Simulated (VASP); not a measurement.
# ZrS (Fm-3m) in VASP: notebook, part 2 of 2

VASP 6.6.1. Earlier steps stand in the parts before.

## (4) Single point, LDA

INCAR reads:

```
SYSTEM = ZrS
PREC = Accurate ; ENCUT = 520
EDIFF = 1E-6 ; ISMEAR = -1
SIGMA = 0.15 ; LREAL = .FALSE.
LASPH = .TRUE. ; NELM = 60
ALGO = Normal ; ISIF = 2
LWAVE = .FALSE. ; LCHARG = .FALSE.
GGA = CA ; NBANDS = 16
```

KPOINTS reads:

```
Automatic mesh
0
G
  14 14 14
  0 0 0
```

POSCAR reads:

```
ZrS
1.0
    0.0000000000      2.5682303315      2.5682303315
    2.5682303315      0.0000000000      2.5682303315
    2.5682303315      2.5682303315      0.0000000000
Zr S
1 1
Direct
    0.0000000000      0.0000000000      0.0000000000
    0.5000000000      0.5000000000      0.5000000000
```

Potentials or basis: VASP PAW LDA potentials, release 64 (Zr_sv, S).

Started as:

```console
cat potpaw_LDA.64/Zr_sv/POTCAR potpaw_LDA.64/S/POTCAR > POTCAR
mpirun -np 1 vasp_std > vasp.out
```

OUTCAR:

```text
SYSTEM = ZrS
   PREC = Accurate
   ENCUT = 520
   EDIFF = 1E-6
   ISMEAR = -1
   LREAL = .FALSE.
   LASPH = .TRUE.
   NELM = 60
   ISIF = 2
   GGA = CA

 ion  position               nearest neighbor table
   1  0.000  0.000  0.000-   2 2.57   2 2.57   2 2.57   2 2.57   2 2.57   2 2.57
   2  0.500  0.500  0.500-   1 2.57   1 2.57   1 2.57   1 2.57   1 2.57   1 2.57

  LATTYP: Found a face centered cubic cell.
 ALAT       =     5.1364606630

  Lattice vectors:

 A1 = (   0.0000000000,   2.5682303315,   2.5682303315)
 A2 = (   2.5682303315,   0.0000000000,   2.5682303315)
 A3 = (   2.5682303315,   2.5682303315,   0.0000000000)

Analysis of symmetry for initial positions (statically):
=====================================================================
 Subroutine PRICEL returns:
 Original cell was already a primitive cell.

 Routine SETGRP: Setting up the symmetry group for a
 face centered cubic supercell.

 Subroutine GETGRP returns: Found 48 space group operations
 (whereof 48 operations were pure point group operations)
 out of a pool of 48 trial point group operations.

The static configuration has the point symmetry O_h .

Analysis of symmetry for dynamics (positions and initial velocities):
=====================================================================
 Subroutine PRICEL returns:
 Original cell was already a primitive cell.

 Routine SETGRP: Setting up the symmetry group for a
 face centered cubic supercell.

 Subroutine GETGRP returns: Found 48 space group operations
 (whereof 48 operations were pure point group operations)
 out of a pool of 48 trial point group operations.

The dynamic configuration has the point symmetry O_h .

 Subroutine INISYM returns: Found 48 space group operations
 (whereof 48 operations are pure point group operations),
 and found     1 'primitive' translations

----------------------------------------------------------------------------------------

                                     Primitive cell

  volume of cell :      33.8791

  direct lattice vectors                    reciprocal lattice vectors
     0.000000000  2.568230332  2.568230332    -0.194686588  0.194686588  0.194686588
     2.568230332  0.000000000  2.568230332     0.194686588 -0.194686588  0.194686588
     2.568230332  2.568230332  0.000000000     0.194686588  0.194686588 -0.194686588

  length of vectors
     3.632026166  3.632026166  3.632026166     0.337207062  0.337207062  0.337207062

  position of ions in fractional coordinates (direct lattice)
     0.000000000  0.000000000  0.000000000
     0.500000000  0.500000000  0.500000000

  ion indices of the primitive-cell ions
   primitive index   ion index
                 1           1
                 2           2

----------------------------------------------------------------------------------------

 KPOINTS: Automatic mesh

Automatic generation of k-mesh.
 Grid dimensions read from file:
 generate k-points for:   14   14   14

 Generating k-lattice:

  Cartesian coordinates                     Fractional coordinates (reciprocal lattice)
    -0.013906185  0.013906185  0.013906185     0.071428571  0.000000000  0.000000000
     0.013906185 -0.013906185  0.013906185     0.000000000  0.071428571  0.000000000
     0.013906185  0.013906185 -0.013906185     0.000000000  0.000000000  0.071428571

  Length of vectors
     0.024086219  0.024086219  0.024086219

  Shift w.r.t. Gamma in fractional coordinates (k-lattice)
     0.000000000  0.000000000  0.000000000

 Subroutine IBZKPT returns following result:
 ===========================================

 Found    104 irreducible k-points:

 Following reciprocal coordinates:
            Coordinates               Weight
  0.000000  0.000000  0.000000      1.000000
  0.071429  0.000000  0.000000      8.000000
  0.142857  0.000000  0.000000      8.000000
  0.214286  0.000000  0.000000      8.000000
  0.285714  0.000000  0.000000      8.000000
  0.357143  0.000000  0.000000      8.000000
[... 16 lines left out ...]
  0.214286  0.142857  0.000000     24.000000
  0.285714  0.142857  0.000000     24.000000
 [... further k-points ...]
   k-points           NKPTS =    104   k-points in BZ     NKDIM =    104   number of bands    NBANDS=     16
   number of dos      NEDOS =    301   number of ions     NIONS =      2
   total plane-waves  NPLWV =  21952
   dimension x,y,z NGX =    28 NGY =   28 NGZ =   28
   dimension x,y,z NGXF=    56 NGYF=   56 NGZF=   56
   ions per type =               1   1
   NGX,Y,Z   is equivalent  to a cutoff of  12.82, 12.82, 12.82 a.u.
   NGXF,Y,Z  is equivalent  to a cutoff of  25.63, 25.63, 25.63 a.u.
 SYSTEM =  ZrS
   PREC   = accura    normal or accurate (medium, high low for compatibility)
   ISTART =      0    job   : 0-new  1-cont  2-samecut
   ICHARG =      2    charge: 1-file 2-atom 10-const
   ISPIN  =      1    spin polarized calculation?
   LNONCOLLINEAR =      F non collinear calculations
   LSORBIT =      F    spin-orbit coupling
   LASPH  =      T    aspherical Exc in radial PAW
   ENCUT  =  520.0 eV  38.22 Ry    6.18 a.u.   6.75  6.75  6.75*2*pi/ulx,y,z
   NELM   =     60;   NELMIN=  2; NELMDL= -5     # of ELM steps
   EDIFF  = 0.1E-05   stopping-criterion for ELM
   LREAL  =      F    real-space projection
   EDIFFG = 0.1E-04   stopping-criterion for IOM
   NSW    =      0    number of steps for IOM
   IBRION =     -1    ionic relax: 0-MD 1-quasi-New 2-CG
   NFREE  =      0    steps in history (QN), initial steepest desc. (CG)
   ISIF   =      2    stress and relaxation
   ISYM   =      2    0-nonsym 1-usesym 2-fastsym
   POTIM  = 0.5000    time-step for ionic-motion
   TEBEG  =    0.0;   TEEND  =   0.0 temperature during run
   PSTRESS=    0.0 pullay stress
   NELECT =      18.0000    total number of electrons
   NUPDOWN=      -1.0000    fix difference up-down
   EMIN   =  10.00;   EMAX   =-10.00  energy-range for DOS
   EFERMI =   0.00;   METHOD = LEGACY
   ISMEAR =    -1;   SIGMA  =   0.15  broadening in eV -4-tet -1-fermi 0-gaus
   EFERMI_NEDOS =   21; number of points for ismear=-14 and -15
   IALGO  =     38    algorithm
   IMIX   =      4    mixing-type and parameters
     AMIX     =   0.40;   BMIX     =  1.00
     AMIX_MAG =   1.60;   BMIX_MAG =  1.00
  volume/ion in A,a.u.               =      16.94       114.31
  Fermi-wavevector in a.u.,A,eV,Ry     =   1.325933  2.505651 23.920393  1.758099
  Thomas-Fermi vector in A             =   2.455358
   LORBIT       =      0    0 simple, 1 ext, 2 COOP (PROOUT), +10 PAW based schemes
   GGA     = CA    functional components
   LHFCALC =     F    Hartree Fock is set to
   AEXX    =    0.0000 exact exchange contribution
   IVDW    =     0    specifies the selected vdW correction
   LEPSILON=     F    determine dielectric tensor
   LRPA    =     F    only Hartree local field effects (RPA)
 non-spin polarized calculation
  energy-cutoff  :      520.00
  volume of cell :       33.88
 maximum number of plane-waves:       941
   NGX = 13   NGY = 13   NGZ = 13

 number of electron      17.9999999 magnetization

 Free energy of the ion-electron system (eV)
  ---------------------------------------------------
  ext. energy  EPLUGINS =         0.00000000
  ---------------------------------------------------
  free energy    TOTEN  =       -17.20655111 eV

  energy without entropy =      -17.11295049  energy(sigma->0) =      -17.15975080

 E-fermi :  11.3451     XC(G=0): -11.8486

 val. band max:       11.3411339514   @ k =   0.0714   0.0714   0.0000
 cond. band min:      11.3500577837   @ k =  -0.2857   0.0714   0.0000
 fundamental gap:      0.0089238324
 Fermi energy:        11.3450726967

 k-point     1 :       0.0000    0.0000    0.0000
  band No.  band energies     occupation
      1     -38.1844      2.00000
      2     -16.3041      2.00000
      3     -16.3041      2.00000
      4     -16.3041      2.00000
      5      -4.6767      2.00000
      6       7.8669      2.00000
[... 8 lines left out ...]
     15      18.5859      0.00000
     16      24.3822      0.00000

 k-point     2 :       0.0714    0.0000    0.0000
  band No.  band energies     occupation
      1     -38.1826      2.00000
      2     -16.3283      2.00000
      3     -16.3060      2.00000
      4     -16.3060      2.00000
      5      -4.6012      2.00000
      6       7.4292      2.00000
[... 8 lines left out ...]
     15      18.8287      0.00000
     16      23.8725      0.00000
[... 387 lines left out ...]
      5      -4.1193      2.00000
      6       5.2205      2.00000
[... 8 lines left out ...]
     15      20.2872      0.00000
     16      21.5822      0.00000

 k-point    24 :       0.2857    0.1429    0.0000
  band No.  band energies     occupation
      1     -38.1622      2.00000
      2     -16.5311      2.00000
      3     -16.3550      2.00000
      4     -16.3475      2.00000
      5      -3.8394      2.00000
      6       4.6904      2.00000
[... 8 lines left out ...]
     15      19.9994      0.00000
     16      20.6965      0.00000

 [... further k-points ...]
[... 5 lines left out ...]
  --------------------------------------------------------------------------------------
  -------------------------------------------------------------------------------------
  Total        0.0593059      0.0593059      0.0593059      0.0000000      0.0000000      0.0000000
  in kB        2.8046387      2.8046387      2.8046387      0.0000000      0.0000000      0.0000000
  external PRESSURE =       2.8046387 kB  Pullay stress =       0.0000000 kB

 VOLUME and BASIS-vectors are now :
 -----------------------------------------------------------------------------
  energy-cutoff  :      520.00
  volume of cell :       33.88
      direct lattice vectors                 reciprocal lattice vectors
     0.000000000  2.568230332  2.568230332    -0.194686588  0.194686588  0.194686588
     2.568230332  0.000000000  2.568230332     0.194686588 -0.194686588  0.194686588
     2.568230332  2.568230332  0.000000000     0.194686588  0.194686588 -0.194686588

 POSITION                                       TOTAL-FORCE (eV/Angst)
 -----------------------------------------------------------------------------------
      0.00000      0.00000      0.00000        -0.000000     -0.000000     -0.000000
      2.56823      2.56823      2.56823         0.000000      0.000000      0.000000
 -----------------------------------------------------------------------------------
    total drift:                                0.000000      0.000000      0.000000

  FREE ENERGIE OF THE ION-ELECTRON SYSTEM (eV)
  ---------------------------------------------------
  free  energy   TOTEN  =       -17.2065511097 eV

  energy  without entropy=      -17.1129504866  energy(sigma->0) =      -17.15975080
```

OSZICAR:

```text
N       E                     dE             d eps       ncg     rms          rms(c)
DAV:   1     0.120856253081E+03    0.12086E+03   -0.96235E+03  3328   0.110E+03
DAV:   2    -0.130095066774E+02   -0.13387E+03   -0.12880E+03  4368   0.285E+02
DAV:   3    -0.180198018259E+02   -0.50103E+01   -0.49799E+01  5128   0.490E+01
DAV:   4    -0.180948080374E+02   -0.75006E-01   -0.74978E-01  4272   0.559E+00
DAV:   5    -0.180962204113E+02   -0.14124E-02   -0.14123E-02  4960   0.588E-01    0.175E+01
DAV:   6    -0.172476781111E+02    0.84854E+00   -0.18043E+00  4136   0.955E+00    0.815E+00
DAV:   7    -0.172132642031E+02    0.34414E-01   -0.18102E-01  4800   0.277E+00    0.331E+00
DAV:   8    -0.172071965851E+02    0.60676E-02   -0.27616E-02  3984   0.110E+00    0.482E-01
DAV:   9    -0.172067680113E+02    0.42857E-03   -0.47057E-03  3928   0.415E-01    0.226E-01
DAV:  10    -0.172065762990E+02    0.19171E-03   -0.53250E-04  4104   0.219E-01    0.823E-02
DAV:  11    -0.172065508843E+02    0.25415E-04   -0.10928E-04  4312   0.618E-02    0.408E-02
DAV:  12    -0.172065511097E+02   -0.22535E-06   -0.30071E-06  4032   0.122E-02
   1 F= -.17206551E+02 E0= -.17159751E+02  d E =-.936006E-01
```

Wall time 42 s (1 thread of Intel Xeon Platinum 8259CL at 2.50GHz (Skylake/Cascade Lake), shared host); peak memory 0.18 GiB.

What came out:

```yaml
Free_energy: -17.2066 eV
Pressure: 0.3 GPa
Band_gap_on_the_k_mesh: zero (band 9 reaches 12.97 eV, above the bottom of band 10 at 9.85 eV)
```

## (5) Single point, LDA

INCAR reads:

```
SYSTEM = ZrS
PREC     = Accurate       ! precision mode
ENCUT    = 520            ! plane-wave cutoff, eV
EDIFF    = 1E-6           ! SCF threshold, eV
ISMEAR   = 0              ! smearing method
SIGMA    = 0.1            ! smearing width, eV
LREAL    = .FALSE.        ! projectors in reciprocal space
LASPH    = .TRUE.         ! aspherical terms in the spheres
NELM     = 100            ! most SCF steps
ALGO     = Normal         ! electronic algorithm
ISIF     = 2              ! what is computed and relaxed
LWAVE    = .FALSE.        ! write WAVECAR
LCHARG   = .FALSE.        ! write CHGCAR
GGA      = CA             ! functional
NBANDS   = 16             ! bands
```

KPOINTS reads:

```
regular mesh
0
G
  14 14 14
  0 0 0
```

POSCAR reads:

```
ZrS
1.0
    0.0000000000      2.5667624774      2.5667624774
    2.5667624774      0.0000000000      2.5667624774
    2.5667624774      2.5667624774      0.0000000000
Zr S
1 1
Direct
    0.0000000000      0.0000000000      0.0000000000
    0.5000000000      0.5000000000      0.5000000000
```

Started as:

```console
cat potpaw_LDA.64/Zr_sv/POTCAR potpaw_LDA.64/S/POTCAR > POTCAR
mpirun -np 1 vasp_std > vasp.out
```

Run time: 32 s. Hardware: 1 thread of Intel Xeon Platinum 8559C (Emerald Rapids), shared host; peak memory 0.18 GiB.

The run converged. Its results:

* Free energy: -17.1618 eV
* Pressure: 0.3 GPa
* Band gap on the k mesh: zero (band 9 reaches 12.99 eV, above the bottom of band 10 at 9.87 eV)

Levels at points of the mesh, in eV from the Fermi level:
| k point | band 5 | band 6 | band 7 | band 8 | band 9 | band 10 | band 11 | band 12 | band 13 | band 14 |
| --- | --- | --- | --- | --- | --- | --- | --- | --- | --- | --- |
| (0.00, 0.00, 0.00) | -16.05 | -3.50 | -3.50 | -3.50 | -1.52 | -1.52 | -1.52 | -0.78 | -0.78 | 2.40 |
| (0.50, 0.00, 0.00) | -14.23 | -8.32 | -6.21 | -6.21 | 1.60 | 1.60 | 1.99 | 2.00 | 6.01 | 6.01 |
| (0.50, 0.50, 0.00) | -15.15 | -6.30 | -4.45 | -4.45 | -3.77 | 0.52 | 2.60 | 2.60 | 3.09 | 3.81 |
